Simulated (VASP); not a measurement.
# SnSe2 (P1) in VASP: further runs

The runs below take SnSe2 through single point, with PBEsol.

All numbers are computed with VASP 6.6.1; they aren't measurements. Logs are shortened: lines on timing, memory, paths and dates and some standing lists are left out, and cuts for length are marked.

**1. The cell of the first run**

The typed cell holds 3 atoms: a = 3.811 Å, b = 3.811 Å, c = 6.137 Å, α = 90.00°, β = 90.00°, γ = 120.00°.

**2. Single point, PBEsol (atom 2 (Se) moved by (-0.300, -0.150) A along [1 1 0] and z)**

The input, INCAR:

```
ALGO = Normal
EDIFF = 1E-6
ENCUT = 520
GGA = PS
ISIF = 2
ISMEAR = 0
LASPH = T
LCHARG = F
LREAL = F
LWAVE = F
NBANDS = 20
NELM = 60
PREC = Accurate
SIGMA = 0.05
```

The input, KPOINTS:

```
k-points
0
Gamma
  6 6 4
```

The input, POSCAR:

```
SnSe2
1.0
    3.8109987816      0.0000000000      0.0000000000
   -1.9054993908      3.3004217586      0.0000000000
    0.0000000000      0.0000000000      6.1370000000
Sn Se
1 2
Direct
    0.0000000000      0.0000000000      0.0000000000
    0.2455331159      0.6023924466      0.2255580903
    0.6666666667      0.3333333333      0.7500000000
```

Potentials or basis: VASP PAW PBE potentials, release 64 (Sn_d, Se).

Started as:

```console
> cat potpaw_PBE.64/Sn_d/POTCAR potpaw_PBE.64/Se/POTCAR > POTCAR
> mpirun -np 1 vasp_std > vasp.out
```

OUTCAR:

```text
EDIFF = 1E-6
   ENCUT = 520
   GGA = PS
   ISIF = 2
   ISMEAR = 0
   LASPH = T
   LREAL = F
   NELM = 60
   PREC = Accurate

 ion  position               nearest neighbor table
   1  0.000  0.000  0.000-   2 2.43   2 2.55   3 2.68   3 2.68   3 2.68   2 2.85
   2  0.246  0.602  0.226-   1 2.43   1 2.55   1 2.85
   3  0.667  0.333  0.750-   1 2.68   1 2.68   1 2.68

  LATTYP: Found a hexagonal cell.
 ALAT       =     3.8109987816
 C/A-ratio  =     1.6103390087

  Lattice vectors:

 A1 = (   3.8109987816,   0.0000000000,   0.0000000000)
 A2 = (  -1.9054993908,   3.3004217586,   0.0000000000)
 A3 = (   0.0000000000,   0.0000000000,   6.1370000000)

Analysis of symmetry for initial positions (statically):
=====================================================================
 Subroutine PRICEL returns:
 Original cell was already a primitive cell.

 Routine SETGRP: Setting up the symmetry group for a
 hexagonal supercell.

 Subroutine GETGRP returns: Found  1 space group operations
 (whereof  1 operations were pure point group operations)
 out of a pool of 24 trial point group operations.

The static configuration has the point symmetry C_1 .

Analysis of symmetry for dynamics (positions and initial velocities):
=====================================================================
 Subroutine PRICEL returns:
 Original cell was already a primitive cell.

 Routine SETGRP: Setting up the symmetry group for a
 hexagonal supercell.

 Subroutine GETGRP returns: Found  1 space group operations
 (whereof  1 operations were pure point group operations)
 out of a pool of 24 trial point group operations.

The dynamic configuration has the point symmetry C_1 .

 Subroutine INISYM returns: Found  1 space group operations
 (whereof  1 operations are pure point group operations),
 and found     1 'primitive' translations

----------------------------------------------------------------------------------------

                                     Primitive cell

  volume of cell :      77.1906

  direct lattice vectors                    reciprocal lattice vectors
     3.810998782  0.000000000  0.000000000     0.262398405  0.151495789  0.000000000
    -1.905499391  3.300421759  0.000000000     0.000000000  0.302991579  0.000000000
     0.000000000  0.000000000  6.137000000     0.000000000  0.000000000  0.162946065

  length of vectors
     3.810998782  3.810998782  6.137000000     0.302991579  0.302991579  0.162946065

  position of ions in fractional coordinates (direct lattice)
     0.000000000  0.000000000  0.000000000
     0.245533116  0.602392447  0.225558090
     0.666666667  0.333333333  0.750000000

  ion indices of the primitive-cell ions
   primitive index   ion index
                 1           1
                 2           2
                 3           3

----------------------------------------------------------------------------------------

 KPOINTS: k-points

Automatic generation of k-mesh.
 Grid dimensions read from file:
 generate k-points for:    6    6    4

 Generating k-lattice:

  Cartesian coordinates                     Fractional coordinates (reciprocal lattice)
     0.043733067  0.025249298  0.000000000     0.166666667 -0.000000000  0.000000000
     0.000000000  0.050498596  0.000000000     0.000000000  0.166666667  0.000000000
     0.000000000  0.000000000  0.040736516     0.000000000  0.000000000  0.250000000

  Length of vectors
     0.050498596  0.050498596  0.040736516

  Shift w.r.t. Gamma in fractional coordinates (k-lattice)
     0.000000000  0.000000000  0.000000000

 Subroutine IBZKPT returns following result:
 ===========================================

 Found     76 irreducible k-points:

 Following reciprocal coordinates:
            Coordinates               Weight
  0.000000  0.000000  0.000000      1.000000
  0.166667  0.000000  0.000000      2.000000
  0.000000  0.166667  0.000000      2.000000
 -0.166667  0.166667  0.000000      2.000000
  0.333333 -0.000000  0.000000      2.000000
  0.000000  0.333333  0.000000      2.000000
[... 16 lines left out ...]
  0.000000  0.166667  0.250000      2.000000
 -0.166667  0.166667  0.250000      2.000000
 [... further k-points ...]
   k-points           NKPTS =     76   k-points in BZ     NKDIM =     76   number of bands    NBANDS=     20
   number of dos      NEDOS =    301   number of ions     NIONS =      3
   total plane-waves  NPLWV =  37632
   dimension x,y,z NGX =    28 NGY =   28 NGZ =   48
   dimension x,y,z NGXF=    56 NGYF=   56 NGZF=   96
   ions per type =               1   2
   NGX,Y,Z   is equivalent  to a cutoff of  12.21, 12.21, 13.00 a.u.
   NGXF,Y,Z  is equivalent  to a cutoff of  24.43, 24.43, 26.01 a.u.
 SYSTEM =  unknown system
   PREC   = accura    normal or accurate (medium, high low for compatibility)
   ISTART =      0    job   : 0-new  1-cont  2-samecut
   ICHARG =      2    charge: 1-file 2-atom 10-const
   ISPIN  =      1    spin polarized calculation?
   LNONCOLLINEAR =      F non collinear calculations
   LSORBIT =      F    spin-orbit coupling
   LASPH  =      T    aspherical Exc in radial PAW
   ENCUT  =  520.0 eV  38.22 Ry    6.18 a.u.   7.09  7.09 11.41*2*pi/ulx,y,z
   NELM   =     60;   NELMIN=  2; NELMDL= -5     # of ELM steps
   EDIFF  = 0.1E-05   stopping-criterion for ELM
   LREAL  =      F    real-space projection
   EDIFFG = 0.1E-04   stopping-criterion for IOM
   NSW    =      0    number of steps for IOM
   IBRION =     -1    ionic relax: 0-MD 1-quasi-New 2-CG
   NFREE  =      0    steps in history (QN), initial steepest desc. (CG)
   ISIF   =      2    stress and relaxation
   ISYM   =      2    0-nonsym 1-usesym 2-fastsym
   POTIM  = 0.5000    time-step for ionic-motion
   TEBEG  =    0.0;   TEEND  =   0.0 temperature during run
   PSTRESS=    0.0 pullay stress
   NELECT =      26.0000    total number of electrons
   NUPDOWN=      -1.0000    fix difference up-down
   EMIN   =  10.00;   EMAX   =-10.00  energy-range for DOS
   EFERMI =   0.00;   METHOD = LEGACY
   ISMEAR =     0;   SIGMA  =   0.05  broadening in eV -4-tet -1-fermi 0-gaus
   EFERMI_NEDOS =   21; number of points for ismear=-14 and -15
   IALGO  =     38    algorithm
   IMIX   =      4    mixing-type and parameters
     AMIX     =   0.40;   BMIX     =  1.00
     AMIX_MAG =   1.60;   BMIX_MAG =  1.00
  volume/ion in A,a.u.               =      25.73       173.64
  Fermi-wavevector in a.u.,A,eV,Ry     =   1.139054  2.152501 17.652812  1.297445
  Thomas-Fermi vector in A             =   2.275758
   LORBIT       =      0    0 simple, 1 ext, 2 COOP (PROOUT), +10 PAW based schemes
   GGA     = PS    functional components
   LHFCALC =     F    Hartree Fock is set to
   AEXX    =    0.0000 exact exchange contribution
   IVDW    =     0    specifies the selected vdW correction
   LEPSILON=     F    determine dielectric tensor
   LRPA    =     F    only Hartree local field effects (RPA)
 non-spin polarized calculation
 Gauss-broadening in eV      SIGMA  =   0.05
  energy-cutoff  :      520.00
  volume of cell :       77.19
 maximum number of plane-waves:      2109
   NGX = 15   NGY = 15   NGZ = 23

 number of electron      26.0000005 magnetization

 Free energy of the ion-electron system (eV)
  ---------------------------------------------------
  ext. energy  EPLUGINS =         0.00000000
  ---------------------------------------------------
  free energy    TOTEN  =       -12.51797832 eV

  energy without entropy =      -12.51797832  energy(sigma->0) =      -12.51797832

 E-fermi :   4.3521     XC(G=0):  -9.5704

 val. band max:        4.1569624812   @ k =   0.0000   0.0000   0.0000
 cond. band min:       4.5487605246   @ k =   0.5000   0.0000   0.5000
 fundamental gap:      0.3917980434
 Fermi energy:         4.3520720727

 k-point     1 :       0.0000    0.0000    0.0000
  band No.  band energies     occupation
      1     -17.2644      2.00000
      2     -17.2314      2.00000
      3     -17.1897      2.00000
      4     -17.1722      2.00000
      5     -17.1655      2.00000
      6     -10.3029      2.00000
[... 12 lines left out ...]
     19      12.5264      0.00000
     20      13.2723      0.00000

 k-point     2 :       0.1667    0.0000    0.0000
  band No.  band energies     occupation
      1     -17.2691      2.00000
      2     -17.2360      2.00000
      3     -17.1811      2.00000
      4     -17.1783      2.00000
      5     -17.1598      2.00000
      6     -10.0259      2.00000
[... 12 lines left out ...]
     19      12.5010      0.00000
     20      12.9043      0.00000

 k-point     3 :       0.0000    0.1667    0.0000
  band No.  band energies     occupation
      1     -17.2841      2.00000
      2     -17.2211      2.00000
      3     -17.1834      2.00000
      4     -17.1698      2.00000
      5     -17.1658      2.00000
      6     -10.0184      2.00000
[... 12 lines left out ...]
     19      12.1805      0.00000
     20      12.9972      0.00000

 k-point     4 :      -0.1667    0.1667    0.0000
  band No.  band energies     occupation
      1     -17.2740      2.00000
      2     -17.2318      2.00000
      3     -17.1838      2.00000
      4     -17.1704      2.00000
      5     -17.1642      2.00000
      6     -10.0172      2.00000
[... 12 lines left out ...]
     19      12.2542      0.00000
     20      12.8343      0.00000

 k-point     5 :       0.3333   -0.0000    0.0000
  band No.  band energies     occupation
      1     -17.2944      2.00000
      2     -17.2362      2.00000
      3     -17.1895      2.00000
      4     -17.1623      2.00000
      5     -17.1438      2.00000
      6      -9.2863      2.00000
[... 12 lines left out ...]
     19      12.8614      0.00000
     20      13.2256      0.00000

 k-point     6 :       0.0000    0.3333    0.0000
  band No.  band energies     occupation
      1     -17.3238      2.00000
      2     -17.2107      2.00000
      3     -17.1875      2.00000
      4     -17.1559      2.00000
      5     -17.1482      2.00000
      6      -9.2567      2.00000
[... 12 lines left out ...]
     19      12.6193      0.00000
     20      13.8846      0.00000

 k-point     7 :      -0.3333    0.3333    0.0000
  band No.  band energies     occupation
      1     -17.3077      2.00000
      2     -17.2267      2.00000
      3     -17.1891      2.00000
      4     -17.1548      2.00000
      5     -17.1477      2.00000
      6      -9.2478      2.00000
[... 12 lines left out ...]
     19      12.6988      0.00000
     20      13.6841      0.00000
[... 277 lines left out ...]
 k-point    20 :       0.3333    0.3333    0.0000
  band No.  band energies     occupation
      1     -17.3065      2.00000
      2     -17.2462      2.00000
      3     -17.1701      2.00000
      4     -17.1576      2.00000
      5     -17.1486      2.00000
      6      -8.2951      2.00000
[... 12 lines left out ...]
     19      12.0736      0.00000
     20      12.5357      0.00000

 k-point    21 :       0.0000    0.0000    0.2500
  band No.  band energies     occupation
      1     -17.2644      2.00000
      2     -17.2314      2.00000
      3     -17.1897      2.00000
      4     -17.1722      2.00000
      5     -17.1655      2.00000
      6     -10.2492      2.00000
[... 12 lines left out ...]
     19      12.3142      0.00000
     20      12.9751      0.00000

 k-point    22 :       0.1667    0.0000    0.2500
  band No.  band energies     occupation
      1     -17.2691      2.00000
      2     -17.2360      2.00000
      3     -17.1810      2.00000
      4     -17.1783      2.00000
      5     -17.1597      2.00000
      6      -9.9761      2.00000
[... 12 lines left out ...]
     19      12.2730      0.00000
     20      13.0373      0.00000

 k-point    23 :       0.0000    0.1667    0.2500
  band No.  band energies     occupation
      1     -17.2841      2.00000
      2     -17.2211      2.00000
      3     -17.1834      2.00000
      4     -17.1698      2.00000
      5     -17.1658      2.00000
      6      -9.9658      2.00000
[... 12 lines left out ...]
     19      12.2337      0.00000
     20      12.8775      0.00000

 k-point    24 :      -0.1667    0.1667    0.2500
  band No.  band energies     occupation
      1     -17.2741      2.00000
      2     -17.2318      2.00000
      3     -17.1837      2.00000
      4     -17.1704      2.00000
      5     -17.1642      2.00000
      6      -9.9641      2.00000
[... 12 lines left out ...]
     19      12.2147      0.00000
     20      13.1757      0.00000

 [... further k-points ...]

------------------------ aborting loop because EDIFF is reached ----------------------------------------

  FORCE on cell =-STRESS in cart. coord.  units (eV):
  Direction    XX          YY          ZZ          XY          YZ          ZX
  --------------------------------------------------------------------------------------
  -------------------------------------------------------------------------------------
  Total        2.0104801      3.4969904      4.8318297     -0.6616306      1.8994235      1.2575032
  in kB       41.7297697     72.5839591    100.2900460    -13.7328855     39.4246658     26.1008884
  external PRESSURE =      71.5345916 kB  Pullay stress =       0.0000000 kB

 VOLUME and BASIS-vectors are now :
 -----------------------------------------------------------------------------
  energy-cutoff  :      520.00
  volume of cell :       77.19
      direct lattice vectors                 reciprocal lattice vectors
     3.810998782  0.000000000  0.000000000     0.262398405  0.151495789  0.000000000
    -1.905499391  3.300421759  0.000000000     0.000000000  0.302991579  0.000000000
     0.000000000  0.000000000  6.137000000     0.000000000  0.000000000  0.162946065

 POSITION                                       TOTAL-FORCE (eV/Angst)
 -----------------------------------------------------------------------------------
      0.00000      0.00000      0.00000        -0.454610     -1.131703     -1.845678
     -0.21213      1.98815      1.38425         0.737369      1.308346      2.625460
      1.90550      1.10014      4.60275        -0.282759     -0.176643     -0.779782
 -----------------------------------------------------------------------------------
    total drift:                               -0.000163     -0.000184     -0.000158

  FREE ENERGIE OF THE ION-ELECTRON SYSTEM (eV)
  ---------------------------------------------------
  free  energy   TOTEN  =       -12.5179783171 eV

  energy  without entropy=      -12.5179783170  energy(sigma->0) =      -12.51797832
```

Run time: 94 s. Hardware: 1 thread of Intel Xeon Platinum 8259CL at 2.50GHz (Skylake/Cascade Lake), shared host; peak memory 0.26 GiB.

Results:

```yaml
Free_energy: -12.5180 eV
Pressure: 7.2 GPa
Largest_force: 3.025 eV/Å
Band_gap_on_the_k_mesh: 0.39 eV, indirect (least direct gap 0.88 eV)
```

Forces on the atoms (eV/Å):
```
Sn  -0.455 -1.132 -1.846
Se   0.737  1.308  2.625
Se  -0.283 -0.177 -0.780
```

Stress tensor (GPa, compression positive):
```
 4.17 -1.37  2.61
-1.37  7.26  3.94
 2.61  3.94 10.03
```

Caveat: the cell differs from its parent crystal (atom 2 (Se) moved by (-0.300, -0.150) A along [1 1 0] and z); the PAW data sets were made with another functional, which shifts forces and pressure a little; spin-orbit coupling is left out, which moves the levels of the heavy elements.

**3. Single point, PBEsol (atom 2 (Se) moved by (-0.300, +0.150) A along [1 1 0] and z)**

The input, INCAR:

```
  PREC = Accurate
  ENCUT = 520
  EDIFF = 1E-7
  ISMEAR = 0
  SIGMA = 0.05
  LREAL = F
  LASPH = T
  NELM = 100
  ALGO = Normal
  ISIF = 2
  LWAVE = F
  LCHARG = F
  GGA = PS
  NBANDS = 20
```

The input, KPOINTS:

```
regular mesh
0
Gamma
  6 6 4
```

POSCAR, as its differences from that of step 2:

```diff
@@ -9,3 +9,3 @@
     0.0000000000      0.0000000000      0.0000000000
-    0.2455331159      0.6023924466      0.2255580903
+    0.2455331159      0.6023924466      0.2744419097
     0.6666666667      0.3333333333      0.7500000000
```

Potentials or basis: VASP PAW PBE potentials, release 64 (Sn_d, Se).

Started as:

```console
> cat potpaw_PBE.64/Sn_d/POTCAR potpaw_PBE.64/Se/POTCAR > POTCAR
> mpirun -np 1 vasp_std > vasp.out
```

Run time: 1.8 min. Hardware: 1 thread of Intel Xeon Platinum 8259CL at 2.50GHz (Skylake/Cascade Lake), shared host; peak memory 0.26 GiB.

The run converged. Its results:

```
Free energy            : -12.8315 eV
Pressure               : 0.6 GPa
Largest force          : 0.826 eV/Å
Band gap on the k mesh : zero (band 13 reaches 4.43 eV, above the bottom of band 14 at 4.30 eV)
```

Forces on the atoms (eV/Å):
```
Sn  -0.095 -0.377  0.729
Se   0.273  0.514 -0.348
Se  -0.178 -0.137 -0.381
```

Stress tensor (GPa, compression positive):
```
0.53 0.00 0.90
0.00 0.74 1.67
0.90 1.67 0.59
```

Levels at points of the mesh, in eV from the Fermi level:
| k point | band 9 | band 10 | band 11 | band 12 | band 13 | band 14 | band 15 | band 16 | band 17 | band 18 |
| --- | --- | --- | --- | --- | --- | --- | --- | --- | --- | --- |
| (0.00, 0.00, 0.00) | -1.28 | -1.06 | -0.61 | -0.46 | 0.01 | 0.48 | 2.70 | 3.97 | 4.72 | 7.53 |
| (0.50, 0.00, 0.00) | -4.63 | -3.14 | -2.92 | -2.35 | -0.65 | 0.86 | 3.24 | 4.77 | 5.20 | 5.84 |
| (0.00, 0.50, 0.00) | -4.67 | -3.69 | -2.74 | -1.44 | -0.50 | 0.78 | 3.02 | 4.36 | 5.11 | 6.81 |
| (0.50, 0.50, 0.00) | -4.68 | -3.61 | -2.72 | -1.70 | -0.59 | 0.90 | 2.99 | 4.48 | 5.31 | 6.54 |
| (0.00, 0.00, 0.50) | -2.74 | -1.30 | -1.03 | -0.48 | -0.04 | 2.03 | 2.67 | 3.77 | 4.36 | 7.16 |
| (0.50, 0.00, 0.50) | -5.21 | -2.74 | -2.12 | -1.15 | -0.95 | -0.13 | 2.97 | 4.08 | 5.42 | 5.79 |
| (0.00, 0.50, 0.50) | -5.20 | -2.73 | -2.41 | -1.54 | -0.89 | 0.61 | 3.83 | 4.18 | 5.00 | 6.24 |
| (0.50, 0.50, 0.50) | -5.22 | -2.77 | -2.29 | -1.43 | -0.85 | 0.43 | 3.51 | 4.07 | 4.97 | 6.48 |

Caveat: the cell differs from its parent crystal (atom 2 (Se) moved by (-0.300, +0.150) A along [1 1 0] and z); the PAW data sets were made with another functional, which shifts forces and pressure a little; spin-orbit coupling is left out, which moves the levels of the heavy elements.
